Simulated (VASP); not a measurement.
# Li3NiH6 (Pm-3m) in VASP: a series of runs, part 2 of 2

VASP 6.6.1.

**4. Single point, PBE, collinear spin, ferromagnetic start**

This run uses another cell than the first one, of 11.29 Å³/atom, 1.064 times its volume.

INCAR reads:

```
SYSTEM = Li3NiH6
  PREC = Accurate
  ENCUT = 520
  EDIFF = 1E-6
  ISMEAR = 0
  SIGMA = 0.1
  LREAL = .FALSE.
  LASPH = .TRUE.
  NELM = 150
  ALGO = Normal
  ISIF = 2
  LWAVE = .FALSE.
  LCHARG = .TRUE.
  ISPIN = 2
  MAGMOM = 0 0 0 2 0 0 0 0 0 0
  LORBIT = 11
  LMAXMIX = 4
  GGA = PE
  LELF = .TRUE.
  LVHAR = .TRUE.
  NBANDS = 28
```

KPOINTS reads:

```
Automatic mesh
0
G
  4 4 4
  0 0 0
```

POSCAR reads:

```
Li3NiH6
1.0
    4.8332618084      0.0000000000      0.0000000000
    0.0000000000      4.8332618084      0.0000000000
    0.0000000000      0.0000000000      4.8332618084
Li Ni H
3 1 6
Direct
    0.5000000000      0.0000000000      0.0000000000
    0.0000000000      0.5000000000      0.0000000000
    0.0000000000      0.0000000000      0.5000000000
    0.0000000000      0.0000000000      0.0000000000
    0.0823898421      0.5000000000      0.5000000000
    0.9176101579      0.5000000000      0.5000000000
    0.5000000000      0.0823898421      0.5000000000
    0.5000000000      0.9176101579      0.5000000000
    0.5000000000      0.5000000000      0.0823898421
    0.5000000000      0.5000000000      0.9176101579
```

Potentials or basis: VASP PAW PBE potentials, release 64 (Li_sv, Ni, H).

Run with:

```
$ cat potpaw_PBE.64/Li_sv/POTCAR potpaw_PBE.64/Ni/POTCAR potpaw_PBE.64/H/POTCAR > POTCAR
$ mpirun -np 1 vasp_std > vasp.out
```

OUTCAR:

```text
SYSTEM = Li3NiH6
   PREC = Accurate
   ENCUT = 520
   EDIFF = 1E-6
   ISMEAR = 0
   LREAL = .FALSE.
   LASPH = .TRUE.
   NELM = 150
   ISIF = 2
   ISPIN = 2
   LORBIT = 11
   GGA = PE

 ion  position               nearest neighbor table
   1  0.500  0.000  0.000-   4 2.42   4 2.42
   2  0.000  0.500  0.000-   4 2.42   4 2.42
   3  0.000  0.000  0.500-   4 2.42   4 2.42
   4  0.000  0.000  0.000-   1 2.42   2 2.42   3 2.42   3 2.42   2 2.42   1 2.42
   5  0.082  0.500  0.500-   6 0.80
   6  0.918  0.500  0.500-   5 0.80
   7  0.500  0.082  0.500-   8 0.80
   8  0.500  0.918  0.500-   7 0.80
   9  0.500  0.500  0.082-  10 0.80
  10  0.500  0.500  0.918-   9 0.80

  LATTYP: Found a simple cubic cell.
 ALAT       =     4.8332618084

  Lattice vectors:

 A1 = (   4.8332618084,   0.0000000000,   0.0000000000)
 A2 = (   0.0000000000,   4.8332618084,   0.0000000000)
 A3 = (   0.0000000000,   0.0000000000,   4.8332618084)

Analysis of symmetry for initial positions (statically):
=====================================================================
 Subroutine PRICEL returns:
 Original cell was already a primitive cell.

 Routine SETGRP: Setting up the symmetry group for a
 simple cubic supercell.

 Subroutine GETGRP returns: Found 48 space group operations
 (whereof 48 operations were pure point group operations)
 out of a pool of 48 trial point group operations.

The static configuration has the point symmetry O_h .

Analysis of symmetry for dynamics (positions and initial velocities):
=====================================================================
 Subroutine PRICEL returns:
 Original cell was already a primitive cell.

 Routine SETGRP: Setting up the symmetry group for a
 simple cubic supercell.

 Subroutine GETGRP returns: Found 48 space group operations
 (whereof 48 operations were pure point group operations)
 out of a pool of 48 trial point group operations.

The dynamic configuration has the point symmetry O_h .

Analysis of structural, dynamic, and magnetic symmetry:
=====================================================================
 Subroutine PRICEL returns:
 Original cell was already a primitive cell.

 Routine SETGRP: Setting up the symmetry group for a
 simple cubic supercell.

 Subroutine GETGRP returns: Found 48 space group operations
 (whereof 48 operations were pure point group operations)
 out of a pool of 48 trial point group operations.

The overall configuration has the point symmetry O_h .

 Subroutine INISYM returns: Found 48 space group operations
 (whereof 48 operations are pure point group operations),
 and found     1 'primitive' translations

----------------------------------------------------------------------------------------

                                     Primitive cell

  volume of cell :     112.9070

  direct lattice vectors                    reciprocal lattice vectors
     4.833261808  0.000000000  0.000000000     0.206899613  0.000000000  0.000000000
     0.000000000  4.833261808  0.000000000     0.000000000  0.206899613  0.000000000
     0.000000000  0.000000000  4.833261808     0.000000000  0.000000000  0.206899613

  length of vectors
     4.833261808  4.833261808  4.833261808     0.206899613  0.206899613  0.206899613

  position of ions in fractional coordinates (direct lattice)
     0.500000000  0.000000000  0.000000000
[... 100 lines left out ...]
  volume/ion in A,a.u.               =      11.29        76.19
  Fermi-wavevector in a.u.,A,eV,Ry     =   0.990409  1.871601 13.346087  0.980910
  Thomas-Fermi vector in A             =   2.122077
   LORBIT       =     11    0 simple, 1 ext, 2 COOP (PROOUT), +10 PAW based schemes
   GGA     = PE    functional components
   LHFCALC =     F    Hartree Fock is set to
   AEXX    =    0.0000 exact exchange contribution
   IVDW    =     0    specifies the selected vdW correction
   LEPSILON=     F    determine dielectric tensor
   LRPA    =     F    only Hartree local field effects (RPA)
 spin polarized calculation
 Gauss-broadening in eV      SIGMA  =   0.10
  energy-cutoff  :      520.00
  volume of cell :      112.91
 maximum number of plane-waves:      3112
 NGX is ok and might be reduce to    36
   NGX = 17   NGY = 17   NGZ = 17

 number of electron      24.9999948 magnetization       0.1974631

 Free energy of the ion-electron system (eV)
  ---------------------------------------------------
  ext. energy  EPLUGINS =         0.00000000
  ---------------------------------------------------
  free energy    TOTEN  =       -28.15781080 eV

  energy without entropy =      -28.14710390  energy(sigma->0) =      -28.15245735

 E-fermi :   1.9205     XC(G=0):  -7.6332

 val. band max:        1.8204230376   @ k =   0.5000   0.2500   0.2500
 cond. band min:       2.0249859289   @ k =   0.2500   0.2500   0.0000
 fundamental gap:      0.2045628913
 Fermi energy:         1.9204876846

 spin component 1

 k-point     1 :       0.0000    0.0000    0.0000
  band No.  band energies     occupation
      1     -45.7057      1.00000
      2     -45.7006      1.00000
      3     -45.7006      1.00000
      4      -8.1682      1.00000
      5      -6.5646      1.00000
      6      -6.5646      1.00000
[... 259 lines left out ...]
     23      10.8070      0.00000
     24      10.8070      0.00000
 Fermi energy:         1.9204876846

 spin component 2

 k-point     1 :       0.0000    0.0000    0.0000
  band No.  band energies     occupation
      1     -45.7041      1.00000
      2     -45.6990      1.00000
      3     -45.6990      1.00000
      4      -8.0964      1.00000
      5      -6.5190      1.00000
      6      -6.5190      1.00000
[... 259 lines left out ...]
     23      10.8320      0.00000
     24      10.8320      0.00000
 [bands above 24 left out]

------------------------ aborting loop because EDIFF is reached ----------------------------------------

  FORCE on cell =-STRESS in cart. coord.  units (eV):
  Direction    XX          YY          ZZ          XY          YZ          ZX
  --------------------------------------------------------------------------------------
  -------------------------------------------------------------------------------------
  Total       -0.0852428     -0.0852428     -0.0852428      0.0000000      0.0000000     -0.0000000
  in kB       -1.2096149     -1.2096149     -1.2096149      0.0000000      0.0000000     -0.0000000
  external PRESSURE =      -1.2096149 kB  Pullay stress =       0.0000000 kB

 VOLUME and BASIS-vectors are now :
 -----------------------------------------------------------------------------
  energy-cutoff  :      520.00
  volume of cell :      112.91
      direct lattice vectors                 reciprocal lattice vectors
     4.833261808  0.000000000  0.000000000     0.206899613  0.000000000  0.000000000
     0.000000000  4.833261808  0.000000000     0.000000000  0.206899613  0.000000000
     0.000000000  0.000000000  4.833261808     0.000000000  0.000000000  0.206899613

 POSITION                                       TOTAL-FORCE (eV/Angst)
 -----------------------------------------------------------------------------------
      2.41663      0.00000      0.00000         0.000000     -0.000000      0.000000
      0.00000      2.41663      0.00000         0.000000     -0.000000      0.000000
      0.00000      0.00000      2.41663         0.000000     -0.000000      0.000000
      0.00000      0.00000      0.00000         0.000000     -0.000000      0.000000
      0.39821      2.41663      2.41663         0.004914     -0.000000     -0.000000
      4.43505      2.41663      2.41663        -0.004914      0.000000     -0.000000
      2.41663      0.39821      2.41663        -0.000000      0.004914      0.000000
      2.41663      4.43505      2.41663         0.000000     -0.004914     -0.000000
      2.41663      2.41663      0.39821        -0.000000     -0.000000      0.004914
      2.41663      2.41663      4.43505         0.000000      0.000000     -0.004914
 -----------------------------------------------------------------------------------
    total drift:                                0.000000     -0.000000     -0.000000

  FREE ENERGIE OF THE ION-ELECTRON SYSTEM (eV)
  ---------------------------------------------------
  free  energy   TOTEN  =       -28.1578107999 eV

  energy  without entropy=      -28.1471039010  energy(sigma->0) =      -28.15245735

 total charge

# of ion       s       p       d       tot
------------------------------------------
    1        2.017   0.056   0.000   2.072
    2        2.017   0.056   0.000   2.072
    3        2.017   0.056   0.000   2.072
    4        0.608   0.067   8.608   9.283
    5        0.567   0.028   0.000   0.595
    6        0.567   0.028   0.000   0.595
    7        0.567   0.028   0.000   0.595
    8        0.567   0.028   0.000   0.595
    9        0.567   0.028   0.000   0.595
   10        0.567   0.028   0.000   0.595
--------------------------------------------------
tot         10.059   0.402   8.608  19.069

 magnetization (x)

# of ion       s       p       d       tot
------------------------------------------
    1        0.000   0.000   0.000   0.001
    2        0.000   0.000   0.000   0.001
    3        0.000   0.000   0.000   0.001
    4       -0.001   0.002   0.005   0.006
    5        0.003   0.001   0.000   0.004
    6        0.003   0.001   0.000   0.004
    7        0.003   0.001   0.000   0.004
    8        0.003   0.001   0.000   0.004
    9        0.003   0.001   0.000   0.004
   10        0.003   0.001   0.000   0.004
--------------------------------------------------
tot          0.019   0.007   0.005   0.031
```

Wall time 38 s (1 thread of AMD EPYC 9R45 (Zen 5), shared host); peak memory 0.23 GiB.

What came out:

* Free energy: -28.1578 eV
* Largest force: 0.005 eV/Å
* Net moment: 0.20 μB per cell
* Valence electrons inside the program's atomic spheres: Li 2.07; Ni 9.28; H 0.59

Forces in eV/Å, atoms in the order of the input:
```
Li   0.000  0.000  0.000
Li   0.000  0.000  0.000
Li   0.000  0.000  0.000
Ni   0.000  0.000  0.000
H    0.005  0.000  0.000
H   -0.005  0.000  0.000
H    0.000  0.005  0.000
H    0.000 -0.005  0.000
H    0.000  0.000  0.005
H    0.000  0.000 -0.005
```

Levels at points of the mesh, in eV from the Fermi level:
Spin up:
```
           k point  band 9  band 10  band 11  band 12  band 13  band 14  band 15  band 16
(0.00, 0.00, 0.00)   -1.06    -0.98    -0.98    -0.98    -0.71    -0.71    -0.71     4.04
(0.50, 0.00, 0.00)   -1.24    -1.14    -1.12    -0.97     0.57     0.57     0.98     1.67
(0.50, 0.50, 0.00)   -1.16    -1.16    -1.16    -1.12     0.28     0.76     0.76     1.73
(0.50, 0.50, 0.50)   -1.19    -1.19    -1.03    -1.03    -1.03    -0.22    -0.22    -0.22
```
Spin down:
```tsv
k point	band 9	band 10	band 11	band 12	band 13	band 14	band 15	band 16
(0.00, 0.00, 0.00)	-1.06	-0.98	-0.98	-0.98	-0.64	-0.64	-0.64	4.16
(0.50, 0.00, 0.00)	-1.23	-1.14	-1.12	-0.97	0.59	0.59	1.09	1.79
(0.50, 0.50, 0.00)	-1.16	-1.15	-1.15	-1.10	0.53	0.78	0.78	1.74
(0.50, 0.50, 0.50)	-1.18	-1.02	-1.02	-1.02	-0.91	-0.20	-0.20	-0.20
```

Caveat: the cutoff is under 1.25 times the usual one of these potentials, so pressure, stress and relaxed cells hold a basis-set (Pulay) error; the starting moments collapsed, and a magnetic state may lie lower.
